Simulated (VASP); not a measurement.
Input of a VASP 6.6.1 run:

POSCAR

```
CaSiH6
1.0
    3.1650864072      1.8273634906      1.9597489621
   -3.1650864072      1.8273634906      1.9597489621
    0.0000000000     -3.6547269770      1.9597489660
Ca Si H
1 1 6
Direct
    0.5000000000      0.5000000000      0.5000000000
    0.0000000000      0.0000000000      0.0000000000
    0.9299407121      0.2773993165      0.2773993165
    0.2773993165      0.9299407121      0.2773993165
    0.2773993165      0.2773993165      0.9299407121
    0.0700592879      0.7226006835      0.7226006835
    0.7226006835      0.0700592879      0.7226006835
    0.7226006835      0.7226006835      0.0700592879
```

INCAR.step1

```
SYSTEM = CaSiH6
PREC = Accurate ; ENCUT = 520
ISMEAR = -1 ; SIGMA = 0.03
LREAL = .FALSE. ; LASPH = .TRUE.
NELM = 60 ; NBANDS = 20
GGA = PE ; ALGO = Normal
EDIFF = 1E-4 ; LWAVE = .TRUE.
LCHARG = .FALSE.
```

The input INCAR.step2:

```
SYSTEM = CaSiH6
PREC = Accurate ; ENCUT = 520
EDIFF = 1E-6 ; ISMEAR = -1
SIGMA = 0.03 ; LREAL = .FALSE.
LASPH = .TRUE. ; NELM = 60
ALGO = Normal ; ISIF = 2
LWAVE = .FALSE. ; LCHARG = .FALSE.
METAGGA = R2SCAN ; LMIXTAU = .TRUE.
LUSE_VDW = .TRUE. ; IVDW_NL = 2
BPARAM = 11.95 ; CPARAM = 0.0093
NBANDS = 20 ; ISTART = 1
```

The input KPOINTS:

```
Automatic mesh
0
G
  6 6 6
  0 0 0
```

Potentials or basis: VASP PAW PBE potentials, release 64 (Ca_sv, Si, H).

The run is started by

```bash
$ cat potpaw_PBE.64/Ca_sv/POTCAR potpaw_PBE.64/Si/POTCAR potpaw_PBE.64/H/POTCAR > POTCAR
$ cp INCAR.step1 INCAR
$ mpirun -np 1 vasp_std > vasp.out
$ cp INCAR.step2 INCAR
$ mpirun -np 1 vasp_std > vasp.out
```

(1) What does it give for the pressure?

(2) Predict the band gap on the k mesh.

(3) Predict the largest force.

Answers

(1) -0.1 GPa.

(2) 2.15 eV (least direct gap 3.42 eV).

(3) 0.016 eV/Å.

Caveat: the PAW data sets were made with another functional, which shifts forces and pressure a little.
